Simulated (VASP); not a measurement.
Here is a VASP 6.6.1 calculation.

File INCAR:

```
  PREC = Accurate
  ENCUT = 520
  EDIFF = 1E-6
  ISMEAR = 0
  SIGMA = 0.1
  LREAL = Auto
  LASPH = T
  NELM = 60
  ALGO = Normal
  ISIF = 2
  LWAVE = F
  LCHARG = F
  GGA = PE
  NBANDS = 62
```

KPOINTS

```
Automatic mesh
0
Gamma
  6 6 6
```

The input POSCAR:

```
K2CaInC6N6
1.0
    0.0000000000      5.9397283480      5.9397283480
    5.9397283480      0.0000000000      5.9397283480
    5.9397283480      5.9397283480      0.0000000000
K Ca In C N
2 1 1 6 6
Direct
    0.2500000000      0.2500000000      0.2500000000
    0.7500000000      0.7500000000      0.7500000000
    0.0000000000      0.0000000000      0.0000000000
    0.5000000000      0.5000000000      0.5000000000
    0.7850711867      0.2149288133      0.2149288133
    0.2149288133      0.7850711867      0.2149288133
    0.2149288133      0.2149288133      0.7850711867
    0.2149288133      0.7850711867      0.7850711867
    0.7850711867      0.2149288133      0.7850711867
    0.7850711867      0.7850711867      0.2149288133
    0.6859657459      0.3140342541      0.3140342541
    0.3140342541      0.6859657459      0.3140342541
    0.3140342541      0.3140342541      0.6859657459
    0.3140342541      0.6859657459      0.6859657459
    0.6859657459      0.3140342541      0.6859657459
    0.6859657459      0.6859657459      0.3140342541
```

Potentials or basis: VASP PAW PBE potentials, release 64 (K_sv, Ca_sv, In_d, C, N).

Run with:

```console
$ cat potpaw_PBE.64/K_sv/POTCAR potpaw_PBE.64/Ca_sv/POTCAR potpaw_PBE.64/In_d/POTCAR potpaw_PBE.64/C/POTCAR potpaw_PBE.64/N/POTCAR > POTCAR
$ mpirun -np 1 vasp_std > vasp.out
```

Estimate the band gap on the k mesh.

zero (an odd number of electrons rules out a gap without spin polarisation).

Predict the largest force.

0.361 eV/Å.

Predict the pressure.

0.3 GPa.

Forces in eV/Å, atoms in the order of the input:
```
K    0.000  0.000  0.000
K    0.000  0.000  0.000
Ca   0.000  0.000  0.000
In   0.000  0.000  0.000
C   -0.361  0.000  0.000
C    0.000 -0.361  0.000
C    0.000  0.000 -0.361
C    0.361  0.000  0.000
C    0.000  0.361  0.000
C    0.000  0.000  0.361
N    0.349  0.000  0.000
N    0.000  0.349  0.000
N    0.000  0.000  0.349
N   -0.349  0.000  0.000
N    0.000 -0.349  0.000
N    0.000  0.000 -0.349
```

Caveat: spin-orbit coupling is left out, which moves the levels of the heavy elements; an odd number of electrons without spin polarisation forces a metal; a magnetic or distorted state may lie lower.
